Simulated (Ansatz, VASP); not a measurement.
## CeGeHO: VASP beside Ansatz

The input POSCAR:

```
CeGeHO
1.0
    3.9371430000      0.0000000000      0.0000000000
    0.0000000000      3.9371430000      0.0000000000
    0.0000000000      0.0000000000      7.5380690000
Ce H Ge O
2 2 2 2
Direct
    0.2500000000      0.2500000000      0.6709000000
    0.7500000000      0.7500000000      0.3291000000
    0.2500000000      0.7500000000      0.5000000000
    0.7500000000      0.2500000000      0.5000000000
    0.2500000000      0.2500000000      0.1643000000
    0.7500000000      0.7500000000      0.8357000000
    0.7500000000      0.2500000000      0.0000000000
    0.2500000000      0.7500000000      0.0000000000
```

Contents of INCAR.step1:

```
ALGO = Normal ; EDIFF = 1E-4
ENCUT = 520 ; GGA = PE
ISMEAR = -1 ; LASPH = T
LCHARG = F ; LREAL = F
LWAVE = T ; NBANDS = 43
NELM = 100 ; PREC = Accurate
SIGMA = 0.1
```

INCAR.step2

```
ALGO = Normal ; EDIFF = 1E-6
ENCUT = 520 ; ISIF = 2
ISMEAR = -1 ; ISTART = 1
LASPH = T ; LCHARG = T
LELF = T ; LMIXTAU = T
LREAL = F ; LVHAR = T
LWAVE = F ; METAGGA = R2SCAN
NBANDS = 43 ; NELM = 100
PREC = Accurate ; SIGMA = 0.1
```

Contents of KPOINTS:

```
k-points
0
Gamma
  6 6 3
```

Input for Ansatz:

```yaml
crystal:
  lattice:
    - [3.937143, 0.0, 0.0]
    - [0.0, 3.937143, 0.0]
    - [0.0, 0.0, 7.538069]
  atoms:
    - { symbol: Ce, position: [0.25, 0.25, 0.6709] }
    - { symbol: Ce, position: [0.75, 0.75, 0.3291] }
    - { symbol: H, position: [0.25, 0.75, 0.5] }
    - { symbol: H, position: [0.75, 0.25, 0.5] }
    - { symbol: Ge, position: [0.25, 0.25, 0.1643] }
    - { symbol: Ge, position: [0.75, 0.75, 0.8357] }
    - { symbol: O, position: [0.75, 0.25, 0.0] }
    - { symbol: O, position: [0.25, 0.75, 0.0] }
kpoints:
  mp_grid: { grid: [6, 6, 3], shift: [0, 0, 0] }
  band_path:
    path:
      - [0.0, 0.0, 0.0]
      - [0.0, 0.5, 0.0]
      - [0.5, 0.5, 0.0]
      - [0.0, 0.0, 0.0]
      - [0.0, 0.0, 0.5]
      - [0.0, 0.5, 0.5]
      - [0.5, 0.5, 0.5]
      - [0.0, 0.0, 0.5]
      - [0.0, 0.5, 0.0]
      - [0.0, 0.5, 0.5]
      - [0.5, 0.5, 0.0]
    npoints: 6
magnetization:
  spin_polarized: false
scf:
  occupations: { method: fermi_dirac }
  lower_state_search: "off"
  max_iter: 200
hamiltonian:
  pseudopotentials: { kind: paw }
  xc: r2scan
basis:
  ecutwfc: 500
  fft_grid_basis: typed
output:
  forces: true
  stress: true
  eigenvalues: true
  bader: true
  populations: true
  elf: true
  write_potential: true
  volumetric_format: npy
  dos:
    e_range: [-12, 8]
    de: 0.05
    projected: { site_lists: { Ce: [Ce], Ge: [Ge], H: [H], O: [O] } }
checkpoint:
  read: saved_state
```

Alike in both runs: task single point; functional r2SCAN; k mesh 6 × 6 × 3; no spin polarisation.

|  | VASP | Ansatz |
| --- | --- | --- |
| version | VASP 6.6.1 | Ansatz 0.2.0 |
| potentials or method | VASP PAW PBE potentials, release 64 (Ce, H, Ge_d, O), cutoff 520 eV | PAW plane waves |
| occupations | fermi-dirac, width 0.1 eV | fermi-dirac |
| valence electrons in the cell | 66 | 66 |

Ansatz gave:

| Item | Value |
| --- | --- |
| pressure (GPa) | -3.3 |
| traceless stress, the component that is largest in VASP (GPa) | -5.27 |
| rms of the force components (eV/Å) | 0.339 |

Q: What did VASP give for the same quantities?

A: Pressure (GPa): -3.5; traceless stress, the component that is largest in VASP (GPa): -5.30; rms of the force components (eV/Å): 0.337.

VASP's potentials were made for PBE, not for r2SCAN. Atom by atom the forces differ by 0.002 eV/Å (rms over components).

Spin-orbit coupling is off throughout.
